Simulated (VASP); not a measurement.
# Al4Cl (I-43m) in VASP: single point with PBE

Aim: the single point of Al4Cl with PBE.

All numbers are computed with VASP 6.6.1; they aren't measurements. Logs are shortened: lines on timing, memory, paths and dates and some standing lists are left out, and cuts for length are marked.

## Step 1: The cell of the first run

The structure is cubic, space group I-43m (No. 217). The conventional cell has a = 5.928 Å, b = 5.928 Å, c = 5.928 Å, α = 90.00°, β = 90.00°, γ = 90.00°. Al (site symmetry 3m) has 1 Cl at 1.90 Å within 2.5 Å. Cl (site symmetry -43m) has 4 Al at 1.90 Å within 2.5 Å.

## Step 2: Single point, PBE

INCAR reads:

```
ALGO = Normal
EDIFF = 1E-6
ENCUT = 520
GGA = PE
ISIF = 2
ISMEAR = 0
LASPH = True
LCHARG = False
LREAL = False
LWAVE = False
NBANDS = 18
NELM = 80
PREC = Accurate
SIGMA = 0.1
```

KPOINTS reads:

```
k-points
0
Gamma
  4 4 4
```

POSCAR reads:

```
Al4Cl
1.0
   -2.9642042700      2.9642042700      2.9642042700
    2.9642042700     -2.9642042700      2.9642042700
    2.9642042700      2.9642042700     -2.9642042700
Al Cl
4 1
Direct
    0.0000000000      0.6305807800      0.0000000000
    0.3694192200      0.3694192200      0.3694192200
    0.0000000000      0.0000000000      0.6305807800
    0.6305807800      0.0000000000      0.0000000000
    0.0000000000      0.0000000000      0.0000000000
```

Potentials or basis: VASP PAW PBE potentials, release 64 (Al, Cl).

On the command line:

```bash
cat potpaw_PBE.64/Al/POTCAR potpaw_PBE.64/Cl/POTCAR > POTCAR
mpirun -np 1 vasp_std > vasp.out
```

OUTCAR:

```text
EDIFF = 1E-6
   ENCUT = 520
   GGA = PE
   ISIF = 2
   ISMEAR = 0
   LASPH = True
   LREAL = False
   NELM = 80
   PREC = Accurate

 ion  position               nearest neighbor table
   1  0.000  0.631  0.000-   5 1.90   2 3.10   4 3.10   3 3.10   3 3.16   4 3.16   3 3.16   4 3.16
                             2 3.16   2 3.16
   2  0.369  0.369  0.369-   5 1.90   1 3.10   4 3.10   3 3.10   1 3.16   4 3.16   3 3.16   3 3.16
                             1 3.16   4 3.16
   3  0.000  0.000  0.631-   5 1.90   1 3.10   4 3.10   2 3.10   4 3.16   1 3.16   1 3.16   4 3.16
                             2 3.16   2 3.16
   4  0.631  0.000  0.000-   5 1.90   2 3.10   3 3.10   1 3.10   3 3.16   1 3.16   2 3.16   1 3.16
                             3 3.16   2 3.16
   5  0.000  0.000  0.000-   1 1.90   2 1.90   3 1.90   4 1.90

  LATTYP: Found a body centered cubic cell.
 ALAT       =     5.9284085400

  Lattice vectors:

 A1 = (  -2.9642042700,   2.9642042700,   2.9642042700)
 A2 = (   2.9642042700,  -2.9642042700,   2.9642042700)
 A3 = (   2.9642042700,   2.9642042700,  -2.9642042700)

Analysis of symmetry for initial positions (statically):
=====================================================================
 Subroutine PRICEL returns:
 Original cell was already a primitive cell.

 Routine SETGRP: Setting up the symmetry group for a
 body centered cubic supercell.

 Subroutine GETGRP returns: Found 24 space group operations
 (whereof 24 operations were pure point group operations)
 out of a pool of 48 trial point group operations.

The static configuration has the point symmetry T_d .

Analysis of symmetry for dynamics (positions and initial velocities):
=====================================================================
 Subroutine PRICEL returns:
 Original cell was already a primitive cell.

 Routine SETGRP: Setting up the symmetry group for a
 body centered cubic supercell.

 Subroutine GETGRP returns: Found 24 space group operations
 (whereof 24 operations were pure point group operations)
 out of a pool of 48 trial point group operations.

The dynamic configuration has the point symmetry T_d .

 Subroutine INISYM returns: Found 24 space group operations
 (whereof 24 operations are pure point group operations),
 and found     1 'primitive' translations

----------------------------------------------------------------------------------------

                                     Primitive cell

  volume of cell :     104.1800

  direct lattice vectors                    reciprocal lattice vectors
    -2.964204270  2.964204270  2.964204270     0.000000000  0.168679333  0.168679333
     2.964204270 -2.964204270  2.964204270     0.168679333  0.000000000  0.168679333
     2.964204270  2.964204270 -2.964204270     0.168679333  0.168679333  0.000000000

  length of vectors
     5.134152400  5.134152400  5.134152400     0.238548601  0.238548601  0.238548601

  position of ions in fractional coordinates (direct lattice)
     0.000000000  0.630580780  0.000000000
     0.369419220  0.369419220  0.369419220
     0.000000000  0.000000000  0.630580780
     0.630580780  0.000000000  0.000000000
     0.000000000  0.000000000  0.000000000

  ion indices of the primitive-cell ions
   primitive index   ion index
                 1           1
                 2           2
                 3           3
                 4           4
                 5           5

----------------------------------------------------------------------------------------

 KPOINTS: k-points

Automatic generation of k-mesh.
 Grid dimensions read from file:
 generate k-points for:    4    4    4

 Generating k-lattice:

  Cartesian coordinates                     Fractional coordinates (reciprocal lattice)
     0.000000000  0.042169833  0.042169833     0.250000000  0.000000000  0.000000000
     0.042169833  0.000000000  0.042169833     0.000000000  0.250000000  0.000000000
     0.042169833  0.042169833  0.000000000     0.000000000  0.000000000  0.250000000

  Length of vectors
     0.059637150  0.059637150  0.059637150

  Shift w.r.t. Gamma in fractional coordinates (k-lattice)
     0.000000000  0.000000000  0.000000000

 Subroutine IBZKPT returns following result:
 ===========================================

 Found      8 irreducible k-points:

 Following reciprocal coordinates:
            Coordinates               Weight
  0.000000  0.000000  0.000000      1.000000
  0.250000  0.000000  0.000000     12.000000
  0.500000  0.000000  0.000000      6.000000
  0.250000  0.250000  0.000000     24.000000
  0.250000  0.250000  0.250000      2.000000
 -0.250000  0.250000  0.250000      6.000000
  0.500000  0.500000  0.250000     12.000000
  0.500000  0.500000  0.500000      1.000000
   k-points           NKPTS =      8   k-points in BZ     NKDIM =      8   number of bands    NBANDS=     18
   number of dos      NEDOS =    301   number of ions     NIONS =      5
   total plane-waves  NPLWV =  64000
   dimension x,y,z NGX =    40 NGY =   40 NGZ =   40
   dimension x,y,z NGXF=    80 NGYF=   80 NGZF=   80
   ions per type =               4   1
   NGX,Y,Z   is equivalent  to a cutoff of  12.95, 12.95, 12.95 a.u.
   NGXF,Y,Z  is equivalent  to a cutoff of  25.90, 25.90, 25.90 a.u.
 SYSTEM =  unknown system
   PREC   = accura    normal or accurate (medium, high low for compatibility)
   ISTART =      0    job   : 0-new  1-cont  2-samecut
   ICHARG =      2    charge: 1-file 2-atom 10-const
   ISPIN  =      1    spin polarized calculation?
   LNONCOLLINEAR =      F non collinear calculations
   LSORBIT =      F    spin-orbit coupling
   LASPH  =      T    aspherical Exc in radial PAW
   ENCUT  =  520.0 eV  38.22 Ry    6.18 a.u.   9.55  9.55  9.55*2*pi/ulx,y,z
   NELM   =     80;   NELMIN=  2; NELMDL= -5     # of ELM steps
   EDIFF  = 0.1E-05   stopping-criterion for ELM
   LREAL  =      F    real-space projection
   EDIFFG = 0.1E-04   stopping-criterion for IOM
   NSW    =      0    number of steps for IOM
   IBRION =     -1    ionic relax: 0-MD 1-quasi-New 2-CG
   NFREE  =      0    steps in history (QN), initial steepest desc. (CG)
   ISIF   =      2    stress and relaxation
   ISYM   =      2    0-nonsym 1-usesym 2-fastsym
   POTIM  = 0.5000    time-step for ionic-motion
   TEBEG  =    0.0;   TEEND  =   0.0 temperature during run
   PSTRESS=    0.0 pullay stress
   NELECT =      19.0000    total number of electrons
   NUPDOWN=      -1.0000    fix difference up-down
   EMIN   =  10.00;   EMAX   =-10.00  energy-range for DOS
   EFERMI =   0.00;   METHOD = LEGACY
   ISMEAR =     0;   SIGMA  =   0.10  broadening in eV -4-tet -1-fermi 0-gaus
   EFERMI_NEDOS =   21; number of points for ismear=-14 and -15
   IALGO  =     38    algorithm
   IMIX   =      4    mixing-type and parameters
     AMIX     =   0.40;   BMIX     =  1.00
     AMIX_MAG =   1.60;   BMIX_MAG =  1.00
  volume/ion in A,a.u.               =      20.84       140.61
  Fermi-wavevector in a.u.,A,eV,Ry     =   0.928392  1.754406 11.727013  0.861911
  Thomas-Fermi vector in A             =   2.054563
   LORBIT       =      0    0 simple, 1 ext, 2 COOP (PROOUT), +10 PAW based schemes
   GGA     = PE    functional components
   LHFCALC =     F    Hartree Fock is set to
   AEXX    =    0.0000 exact exchange contribution
   IVDW    =     0    specifies the selected vdW correction
   LEPSILON=     F    determine dielectric tensor
   LRPA    =     F    only Hartree local field effects (RPA)
 non-spin polarized calculation
 Gauss-broadening in eV      SIGMA  =   0.10
  energy-cutoff  :      520.00
  volume of cell :      104.18
 maximum number of plane-waves:      2828
 NGX is ok and might be reduce to    40
   NGX = 19   NGY = 19   NGZ = 19

 number of electron      19.0000000 magnetization

 Free energy of the ion-electron system (eV)
  ---------------------------------------------------
  ext. energy  EPLUGINS =         0.00000000
  ---------------------------------------------------
  free energy    TOTEN  =        -6.80963927 eV

  energy without entropy =       -6.77710413  energy(sigma->0) =       -6.79337170

 E-fermi :   5.5619     XC(G=0):  -9.1857

 val. band max:        5.3263468925   @ k =   0.2500   0.0000   0.0000
 cond. band min:       5.5650613081   @ k =   0.2500   0.2500   0.0000
 fundamental gap:      0.2387144157
 Fermi energy:         5.5618640892

 k-point     1 :       0.0000    0.0000    0.0000
  band No.  band energies     occupation
      1     -16.6563      2.00000
      2      -5.4163      2.00000
      3      -5.4163      2.00000
      4      -5.4163      2.00000
      5      -1.0480      2.00000
      6       3.7361      2.00000
[... 10 lines left out ...]
     17      11.5503      0.00000
     18      11.5503      0.00000

 k-point     2 :       0.2500    0.0000    0.0000
  band No.  band energies     occupation
      1     -16.6419      2.00000
      2      -5.6330      2.00000
      3      -5.4844      2.00000
      4      -5.4160      2.00000
      5      -0.3201      2.00000
      6       2.8291      2.00000
[... 10 lines left out ...]
     17      11.0654      0.00000
     18      12.1635      0.00000

 k-point     3 :       0.5000    0.0000    0.0000
  band No.  band energies     occupation
      1     -16.6274      2.00000
      2      -5.8196      2.00000
      3      -5.5500      2.00000
      4      -5.4159      2.00000
      5       0.7977      2.00000
      6       1.7881      2.00000
[... 10 lines left out ...]
     17      11.4404      0.00000
     18      11.5094      0.00000

 k-point     4 :       0.2500    0.2500    0.0000
  band No.  band energies     occupation
      1     -16.6274      2.00000
      2      -5.7497      2.00000
      3      -5.5882      2.00000
      4      -5.4583      2.00000
      5       0.7968      2.00000
      6       2.2137      2.00000
[... 10 lines left out ...]
     17      10.3810      0.00000
     18      11.5259      0.00000

 k-point     5 :       0.2500    0.2500    0.2500
  band No.  band energies     occupation
      1     -16.6261      2.00000
      2      -5.6161      2.00000
      3      -5.6161      2.00000
      4      -5.6161      2.00000
      5       1.9528      2.00000
      6       1.9528      2.00000
[... 10 lines left out ...]
     17      10.2322      0.00000
     18      10.2322      0.00000

 k-point     6 :      -0.2500    0.2500    0.2500
  band No.  band energies     occupation
      1     -16.6287      2.00000
      2      -5.6428      2.00000
      3      -5.5601      2.00000
      4      -5.5601      2.00000
      5       0.3522      2.00000
      6       3.0465      2.00000
[... 10 lines left out ...]
     17      10.1238      0.00000
     18      11.5163      0.00000

 k-point     7 :       0.5000    0.5000    0.2500
  band No.  band energies     occupation
      1     -16.6154      2.00000
      2      -5.7663      2.00000
      3      -5.6326      2.00000
      4      -5.5710      2.00000
      5       1.5859      2.00000
      6       1.9434      2.00000
[... 10 lines left out ...]
     17      11.4985      0.00000
     18      11.9470      0.00000

 k-point     8 :       0.5000    0.5000    0.5000
  band No.  band energies     occupation
      1     -16.6034      2.00000
      2      -5.7115      2.00000
      3      -5.7115      2.00000
      4      -5.7115      2.00000
      5       2.3684      2.00000
      6       2.3684      2.00000
[... 10 lines left out ...]
     17      12.6359      0.00000
     18      12.6359      0.00000

------------------------ aborting loop because EDIFF is reached ----------------------------------------

  FORCE on cell =-STRESS in cart. coord.  units (eV):
  Direction    XX          YY          ZZ          XY          YZ          ZX
  --------------------------------------------------------------------------------------
  -------------------------------------------------------------------------------------
  Total       16.8097228     16.8097228     16.8097228      0.0000000     -0.0000000      0.0000000
  in kB      258.5156014    258.5156014    258.5156014      0.0000000     -0.0000000      0.0000000
  external PRESSURE =     258.5156014 kB  Pullay stress =       0.0000000 kB

 VOLUME and BASIS-vectors are now :
 -----------------------------------------------------------------------------
  energy-cutoff  :      520.00
  volume of cell :      104.18
      direct lattice vectors                 reciprocal lattice vectors
    -2.964204270  2.964204270  2.964204270     0.000000000  0.168679333  0.168679333
     2.964204270 -2.964204270  2.964204270     0.168679333  0.000000000  0.168679333
     2.964204270  2.964204270 -2.964204270     0.168679333  0.168679333  0.000000000

 POSITION                                       TOTAL-FORCE (eV/Angst)
 -----------------------------------------------------------------------------------
      1.86917     -1.86917      1.86917        -5.162112      5.162112     -5.162112
      1.09503      1.09503      1.09503         5.162112      5.162112      5.162112
      1.86917      1.86917     -1.86917        -5.162112     -5.162112      5.162112
     -1.86917      1.86917      1.86917         5.162112     -5.162112     -5.162112
      0.00000      0.00000      0.00000         0.000000     -0.000000      0.000000
 -----------------------------------------------------------------------------------
    total drift:                                0.000001      0.000001      0.000002

  FREE ENERGIE OF THE ION-ELECTRON SYSTEM (eV)
  ---------------------------------------------------
  free  energy   TOTEN  =        -6.8096392742 eV

  energy  without entropy=       -6.7771041289  energy(sigma->0) =       -6.79337170
```

It took 27 s on 1 thread of Intel Xeon 8259CL, shared host; peak memory 0.23 GiB.

Results:

| Item | Value |
| --- | --- |
| Free energy | -6.8096 eV |
| Pressure | 25.9 GPa |
| Largest force | 8.941 eV/Å |

Forces in eV/Å, atoms in the order of the input:
```
Al  -5.162  5.162 -5.162
Al   5.162  5.162  5.162
Al  -5.162 -5.162  5.162
Al   5.162 -5.162 -5.162
Cl   0.000  0.000  0.000
```

Levels at points of the mesh, in eV from the Fermi level:
```tsv
k point	band 7	band 8	band 9	band 10	band 11	band 12
(0.00, 0.00, 0.00)	-1.83	-1.83	0.44	0.44	0.49	0.49
(0.50, 0.00, 0.00)	-2.90	-0.77	-0.42	0.14	0.19	1.74
(0.50, 0.50, 0.50)	-2.46	-2.46	-2.46	0.44	1.17	1.17
```

Caveat: the k points lie up to 0.37 Å⁻¹ apart; an odd number of electrons without spin polarisation forces a metal; a magnetic or distorted state may lie lower.
